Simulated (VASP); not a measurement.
# BaTiO3 (Pm-3m) in VASP: a series of runs

The runs below take BaTiO3 through single point, with PBE.

Everything below comes from runs of VASP 6.6.1. Logs are shortened: lines on timing, memory, paths and dates and some standing lists are left out, and cuts for length are marked.

## Step 1: The cell of the first run

The structure is cubic, space group Pm-3m (No. 221). The conventional cell has a = 3.980 Å, b = 3.980 Å, c = 3.980 Å, α = 90.00°, β = 90.00°, γ = 90.00°. Within 3.7 Å of Ba (site symmetry m-3m) lie 12 O at 2.81 Å and 8 Ti at 3.45 Å. Within 2.6 Å of Ti (site symmetry m-3m) lie 6 O at 1.99 Å. O (site symmetry 4/mmm) has 2 Ti at 1.99 Å within 2.6 Å.

## Step 2: Single point, PBE (12.61 Å³/atom)

The input, INCAR:

```
SYSTEM = BaTiO3
PREC     = Accurate       ! precision mode
ENCUT    = 520            ! plane-wave cutoff, eV
EDIFF    = 1E-6           ! SCF threshold, eV
ISMEAR   = -1             ! smearing method
SIGMA    = 0.05           ! smearing width, eV
LREAL    = .False.        ! projectors in reciprocal space
LASPH    = .True.         ! aspherical terms in the spheres
NELM     = 100            ! most SCF steps
ALGO     = Normal         ! electronic algorithm
ISIF     = 2              ! what is computed and relaxed
LWAVE    = .False.        ! write WAVECAR
LCHARG   = .True.         ! write CHGCAR
GGA      = PE             ! functional
LELF     = .True.         ! ELF
LVHAR    = .True.       
NBANDS   = 28             ! bands
```

The input, KPOINTS:

```
Automatic mesh
0
Gamma
  8 8 8
  0 0 0
```

The input, POSCAR:

```
BaTiO3
1.0
    3.9804045588      0.0000000000      0.0000000000
    0.0000000000      3.9804045588      0.0000000000
    0.0000000000      0.0000000000      3.9804045588
Ba Ti O
1 1 3
Direct
    0.5000000000      0.5000000000      0.5000000000
    0.0000000000      0.0000000000      0.0000000000
    0.5000000000      0.0000000000      0.0000000000
    0.0000000000      0.5000000000      0.0000000000
    0.0000000000      0.0000000000      0.5000000000
```

Potentials or basis: VASP PAW PBE potentials, release 64 (Ba_sv, Ti_sv, O).

The run is started by

```
$ cat potpaw_PBE.64/Ba_sv/POTCAR potpaw_PBE.64/Ti_sv/POTCAR potpaw_PBE.64/O/POTCAR > POTCAR
$ mpirun -np 1 vasp_std > vasp.out
```

OUTCAR:

```text
SYSTEM = BaTiO3
   PREC = Accurate
   ENCUT = 520
   EDIFF = 1E-6
   ISMEAR = -1
   LREAL = .False.
   LASPH = .True.
   NELM = 100
   ISIF = 2
   GGA = PE

 ion  position               nearest neighbor table
   1  0.500  0.500  0.500-   3 2.81   4 2.81   5 2.81   3 2.81   4 2.81   3 2.81   5 2.81   3 2.81
                             4 2.81   5 2.81   4 2.81   5 2.81   2 3.45   2 3.45   2 3.45   2 3.45
   2  0.000  0.000  0.000-   3 1.99   4 1.99   5 1.99   5 1.99   4 1.99   3 1.99   1 3.45   1 3.45
                             1 3.45   1 3.45   1 3.45   1 3.45   1 3.45   1 3.45
   3  0.500  0.000  0.000-   2 1.99   2 1.99   1 2.81   1 2.81   1 2.81   1 2.81
   4  0.000  0.500  0.000-   2 1.99   2 1.99   1 2.81   1 2.81   1 2.81   1 2.81
   5  0.000  0.000  0.500-   2 1.99   2 1.99   1 2.81   1 2.81   1 2.81   1 2.81

  LATTYP: Found a simple cubic cell.
 ALAT       =     3.9804045588

  Lattice vectors:

 A1 = (   3.9804045588,   0.0000000000,   0.0000000000)
 A2 = (   0.0000000000,   3.9804045588,   0.0000000000)
 A3 = (   0.0000000000,   0.0000000000,   3.9804045588)

Analysis of symmetry for initial positions (statically):
=====================================================================
 Subroutine PRICEL returns:
 Original cell was already a primitive cell.

 Routine SETGRP: Setting up the symmetry group for a
 simple cubic supercell.

 Subroutine GETGRP returns: Found 48 space group operations
 (whereof 48 operations were pure point group operations)
 out of a pool of 48 trial point group operations.

The static configuration has the point symmetry O_h .

Analysis of symmetry for dynamics (positions and initial velocities):
=====================================================================
 Subroutine PRICEL returns:
 Original cell was already a primitive cell.

 Routine SETGRP: Setting up the symmetry group for a
 simple cubic supercell.

 Subroutine GETGRP returns: Found 48 space group operations
 (whereof 48 operations were pure point group operations)
 out of a pool of 48 trial point group operations.

The dynamic configuration has the point symmetry O_h .

 Subroutine INISYM returns: Found 48 space group operations
 (whereof 48 operations are pure point group operations),
 and found     1 'primitive' translations

----------------------------------------------------------------------------------------

                                     Primitive cell

[... 97 lines left out ...]
   LREAL  =      F    real-space projection
   EDIFFG = 0.1E-04   stopping-criterion for IOM
   NSW    =      0    number of steps for IOM
   IBRION =     -1    ionic relax: 0-MD 1-quasi-New 2-CG
   NFREE  =      0    steps in history (QN), initial steepest desc. (CG)
   ISIF   =      2    stress and relaxation
   ISYM   =      2    0-nonsym 1-usesym 2-fastsym
   POTIM  = 0.5000    time-step for ionic-motion
   TEBEG  =    0.0;   TEEND  =   0.0 temperature during run
   PSTRESS=    0.0 pullay stress
   NELECT =      40.0000    total number of electrons
   NUPDOWN=      -1.0000    fix difference up-down
   EMIN   =  10.00;   EMAX   =-10.00  energy-range for DOS
   EFERMI =   0.00;   METHOD = LEGACY
   ISMEAR =    -1;   SIGMA  =   0.05  broadening in eV -4-tet -1-fermi 0-gaus
   EFERMI_NEDOS =   21; number of points for ismear=-14 and -15
   IALGO  =     38    algorithm
   IMIX   =      4    mixing-type and parameters
     AMIX     =   0.40;   BMIX     =  1.00
     AMIX_MAG =   1.60;   BMIX_MAG =  1.00
  volume/ion in A,a.u.               =      12.61        85.12
  Fermi-wavevector in a.u.,A,eV,Ry     =   1.406590  2.658070 26.919075  1.978496
  Thomas-Fermi vector in A             =   2.528935
   LORBIT       =      0    0 simple, 1 ext, 2 COOP (PROOUT), +10 PAW based schemes
   GGA     = PE    functional components
   LHFCALC =     F    Hartree Fock is set to
   AEXX    =    0.0000 exact exchange contribution
   IVDW    =     0    specifies the selected vdW correction
   LEPSILON=     F    determine dielectric tensor
   LRPA    =     F    only Hartree local field effects (RPA)
 non-spin polarized calculation
  energy-cutoff  :      520.00
  volume of cell :       63.06
 maximum number of plane-waves:      1743
 NGX is ok and might be reduce to    30
   NGX = 15   NGY = 15   NGZ = 15

 number of electron      39.9999977 magnetization

 Free energy of the ion-electron system (eV)
  ---------------------------------------------------
  ext. energy  EPLUGINS =         0.00000000
  ---------------------------------------------------
  free energy    TOTEN  =       -39.92991746 eV

  energy without entropy =      -39.92991746  energy(sigma->0) =      -39.92991746

 E-fermi :   4.8681     XC(G=0): -11.3481

 val. band max:        3.9632837409   @ k =   0.5000   0.5000   0.5000
 cond. band min:       5.7423535454   @ k =   0.0000   0.0000   0.0000
 fundamental gap:      1.7790698044
 Fermi energy:         4.8680971720

 k-point     1 :       0.0000    0.0000    0.0000
  band No.  band energies     occupation
      1     -52.6027      2.00000
      2     -28.8230      2.00000
      3     -28.8230      2.00000
      4     -28.8230      2.00000
      5     -20.8130      2.00000
      6     -12.9679      2.00000
[... 733 lines left out ...]
     27      12.2500      0.00000
     28      13.0851      0.00000

 [... further k-points ...]

------------------------ aborting loop because EDIFF is reached ----------------------------------------

  FORCE on cell =-STRESS in cart. coord.  units (eV):
  Direction    XX          YY          ZZ          XY          YZ          ZX
  --------------------------------------------------------------------------------------
  -------------------------------------------------------------------------------------
  Total        2.7399476      2.7399476      2.7399476     -0.0000000      0.0000000      0.0000000
  in kB       69.6099289     69.6099289     69.6099289     -0.0000000      0.0000000      0.0000000
  external PRESSURE =      69.6099289 kB  Pullay stress =       0.0000000 kB

 VOLUME and BASIS-vectors are now :
 -----------------------------------------------------------------------------
  energy-cutoff  :      520.00
  volume of cell :       63.06
      direct lattice vectors                 reciprocal lattice vectors
     3.980404559  0.000000000  0.000000000     0.251230744  0.000000000  0.000000000
     0.000000000  3.980404559  0.000000000     0.000000000  0.251230744  0.000000000
     0.000000000  0.000000000  3.980404559     0.000000000  0.000000000  0.251230744

 POSITION                                       TOTAL-FORCE (eV/Angst)
 -----------------------------------------------------------------------------------
      1.99020      1.99020      1.99020         0.000000      0.000000      0.000000
      0.00000      0.00000      0.00000         0.000000      0.000000      0.000000
      1.99020      0.00000      0.00000         0.000000      0.000000      0.000000
      0.00000      1.99020      0.00000         0.000000      0.000000      0.000000
      0.00000      0.00000      1.99020         0.000000      0.000000      0.000000
 -----------------------------------------------------------------------------------
    total drift:                                0.000000     -0.000000      0.000000

  FREE ENERGIE OF THE ION-ELECTRON SYSTEM (eV)
  ---------------------------------------------------
  free  energy   TOTEN  =       -39.9299174634 eV

  energy  without entropy=      -39.9299174617  energy(sigma->0) =      -39.92991746
```

Wall time 1.7 min (1 thread of Intel Xeon 8259CL, shared host); peak memory 0.21 GiB.

Results:

* Free energy: -39.9299 eV
* Pressure: 7.0 GPa
* Band gap on the k mesh: 1.78 eV (least direct gap 1.91 eV)

Levels at points of the mesh, in eV from the valence-band top:
| k point | band 16 | band 17 | band 18 | band 19 | band 20 | band 21 | band 22 | band 23 | band 24 | band 25 |
| --- | --- | --- | --- | --- | --- | --- | --- | --- | --- | --- |
| (0.00, 0.00, 0.00) | -1.12 | -1.12 | -0.13 | -0.13 | -0.13 | 1.78 | 1.78 | 1.78 | 4.02 | 4.02 |
| (0.50, 0.00, 0.00) | -1.97 | -1.85 | -1.85 | -0.71 | -0.71 | 1.95 | 3.57 | 3.57 | 4.03 | 6.09 |
| (0.50, 0.50, 0.00) | -2.75 | -1.71 | -0.86 | -0.86 | -0.09 | 3.58 | 3.58 | 4.00 | 4.90 | 7.85 |
| (0.50, 0.50, 0.50) | -2.40 | -2.40 | 0.00 | 0.00 | 0.00 | 4.26 | 4.26 | 4.26 | 6.80 | 6.80 |

Caveat: the cell stands under pressure; spin-orbit coupling is left out, which moves the levels of the heavy elements. A k mesh can miss the band edges.

## Step 3: Single point, PBE (13.00 Å³/atom)

This run uses another cell than the first one, of 13.00 Å³/atom.

The input, INCAR:

```
SYSTEM = BaTiO3
  ALGO = Normal
  EDIFF = 1E-6
  ENCUT = 520
  GGA = PE
  ISIF = 2
  ISMEAR = -1
  LASPH = .TRUE.
  LCHARG = .TRUE.
  LELF = .TRUE.
  LREAL = .FALSE.
  LVHAR = .TRUE.
  LWAVE = .FALSE.
  NBANDS = 28
  NELM = 100
  PREC = Accurate
  SIGMA = 0.05
```

The input, KPOINTS:

```
k-points
0
G
  8 8 8
  0 0 0
```

Changes to POSCAR since step 2:

```diff
@@ -2,5 +2,5 @@
 1.0
-    3.9804045588      0.0000000000      0.0000000000
-    0.0000000000      3.9804045588      0.0000000000
-    0.0000000000      0.0000000000      3.9804045588
+    4.0206133868      0.0000000000      0.0000000000
+    0.0000000000      4.0206133868      0.0000000000
+    0.0000000000      0.0000000000      4.0206133868
 Ba Ti O
```

Potentials or basis: VASP PAW PBE potentials, release 64 (Ba_sv, Ti_sv, O).

The run is started by

```
$ cat potpaw_PBE.64/Ba_sv/POTCAR potpaw_PBE.64/Ti_sv/POTCAR potpaw_PBE.64/O/POTCAR > POTCAR
$ mpirun -np 1 vasp_std > vasp.out
```

OUTCAR:

```text
SYSTEM = BaTiO3
   EDIFF = 1E-6
   ENCUT = 520
   GGA = PE
   ISIF = 2
   ISMEAR = -1
   LASPH = .TRUE.
   LREAL = .FALSE.
   NELM = 100
   PREC = Accurate

 ion  position               nearest neighbor table
   1  0.500  0.500  0.500-   3 2.84   4 2.84   5 2.84   3 2.84   4 2.84   3 2.84   5 2.84   3 2.84
                             4 2.84   5 2.84   4 2.84   5 2.84   2 3.48   2 3.48   2 3.48   2 3.48
   2  0.000  0.000  0.000-   3 2.01   4 2.01   5 2.01   5 2.01   4 2.01   3 2.01   1 3.48   1 3.48
                             1 3.48   1 3.48   1 3.48   1 3.48   1 3.48   1 3.48
[... 951 lines left out ...]
  -------------------------------------------------------------------------------------
  Total        0.6166142      0.6166142      0.6166142      0.0000000      0.0000000     -0.0000000
  in kB       15.2001257     15.2001257     15.2001257      0.0000000      0.0000000     -0.0000000
  external PRESSURE =      15.2001257 kB  Pullay stress =       0.0000000 kB

 VOLUME and BASIS-vectors are now :
 -----------------------------------------------------------------------------
  energy-cutoff  :      520.00
  volume of cell :       64.99
      direct lattice vectors                 reciprocal lattice vectors
     4.020613387  0.000000000  0.000000000     0.248718269  0.000000000  0.000000000
     0.000000000  4.020613387  0.000000000     0.000000000  0.248718269  0.000000000
     0.000000000  0.000000000  4.020613387     0.000000000  0.000000000  0.248718269

 POSITION                                       TOTAL-FORCE (eV/Angst)
 -----------------------------------------------------------------------------------
      2.01031      2.01031      2.01031         0.000000      0.000000      0.000000
      0.00000      0.00000      0.00000         0.000000      0.000000      0.000000
      2.01031      0.00000      0.00000         0.000000      0.000000      0.000000
      0.00000      2.01031      0.00000         0.000000      0.000000      0.000000
      0.00000      0.00000      2.01031         0.000000      0.000000      0.000000
 -----------------------------------------------------------------------------------
    total drift:                                0.000000     -0.000000      0.000000

  FREE ENERGIE OF THE ION-ELECTRON SYSTEM (eV)
  ---------------------------------------------------
  free  energy   TOTEN  =       -39.9824719068 eV

  energy  without entropy=      -39.9824719037  energy(sigma->0) =      -39.98247191
```

OSZICAR:

```text
N       E                     dE             d eps       ncg     rms          rms(c)
DAV:   1     0.421489012427E+03    0.42149E+03   -0.20430E+04  1960   0.151E+03
DAV:   2    -0.867922487832E+01   -0.43017E+03   -0.40912E+03  2268   0.412E+02
DAV:   3    -0.489954485160E+02   -0.40316E+02   -0.39946E+02  2280   0.131E+02
DAV:   4    -0.510171571414E+02   -0.20217E+01   -0.20177E+01  3040   0.263E+01
DAV:   5    -0.510534086118E+02   -0.36251E-01   -0.36241E-01  2456   0.333E+00    0.226E+01
DAV:   6    -0.402278039568E+02    0.10826E+02   -0.57764E+01  2736   0.654E+01    0.986E+00
DAV:   7    -0.401566394634E+02    0.71164E-01   -0.10067E+01  2528   0.229E+01    0.648E+00
DAV:   8    -0.399776929699E+02    0.17895E+00   -0.63852E-01  2356   0.696E+00    0.340E+00
DAV:   9    -0.400149090329E+02   -0.37216E-01   -0.37508E-01  2752   0.515E+00    0.166E+00
DAV:  10    -0.399866348489E+02    0.28274E-01   -0.17746E-01  2296   0.429E+00    0.553E-01
DAV:  11    -0.399825073796E+02    0.41275E-02   -0.19023E-02  2588   0.871E-01    0.150E-01
DAV:  12    -0.399828057008E+02   -0.29832E-03   -0.24038E-03  2528   0.452E-01    0.156E-01
DAV:  13    -0.399824685976E+02    0.33710E-03   -0.10580E-03  2420   0.334E-01    0.217E-02
DAV:  14    -0.399824710263E+02   -0.24287E-05   -0.36012E-05  2480   0.389E-02    0.942E-03
DAV:  15    -0.399824719068E+02   -0.88051E-06   -0.38314E-06  2240   0.152E-02
   1 F= -.39982472E+02 E0= -.39982472E+02  d E =-.312834E-08
```

stdout:

```text
POSCAR found type information on POSCAR BaTiO
 POSCAR found :  3 types and       5 ions
 scaLAPACK will be used
 LDA part: xc-table for (Slater+PW92), standard interpolation
 POSCAR, INCAR and KPOINTS ok, starting setup
 FFT: planning ... GRIDC
 FFT: planning ... GRID_SOFT
 FFT: planning ... GRID
 WAVECAR not read
 entering main loop
```

Wall time 1.9 min (1 thread of Intel Xeon 8259CL, shared host); peak memory 0.21 GiB.

What came out:

```
Free energy            : -39.9825 eV
Pressure               : 1.5 GPa
Band gap on the k mesh : 1.72 eV (least direct gap 1.88 eV)
```

Caveat: spin-orbit coupling is left out, which moves the levels of the heavy elements.
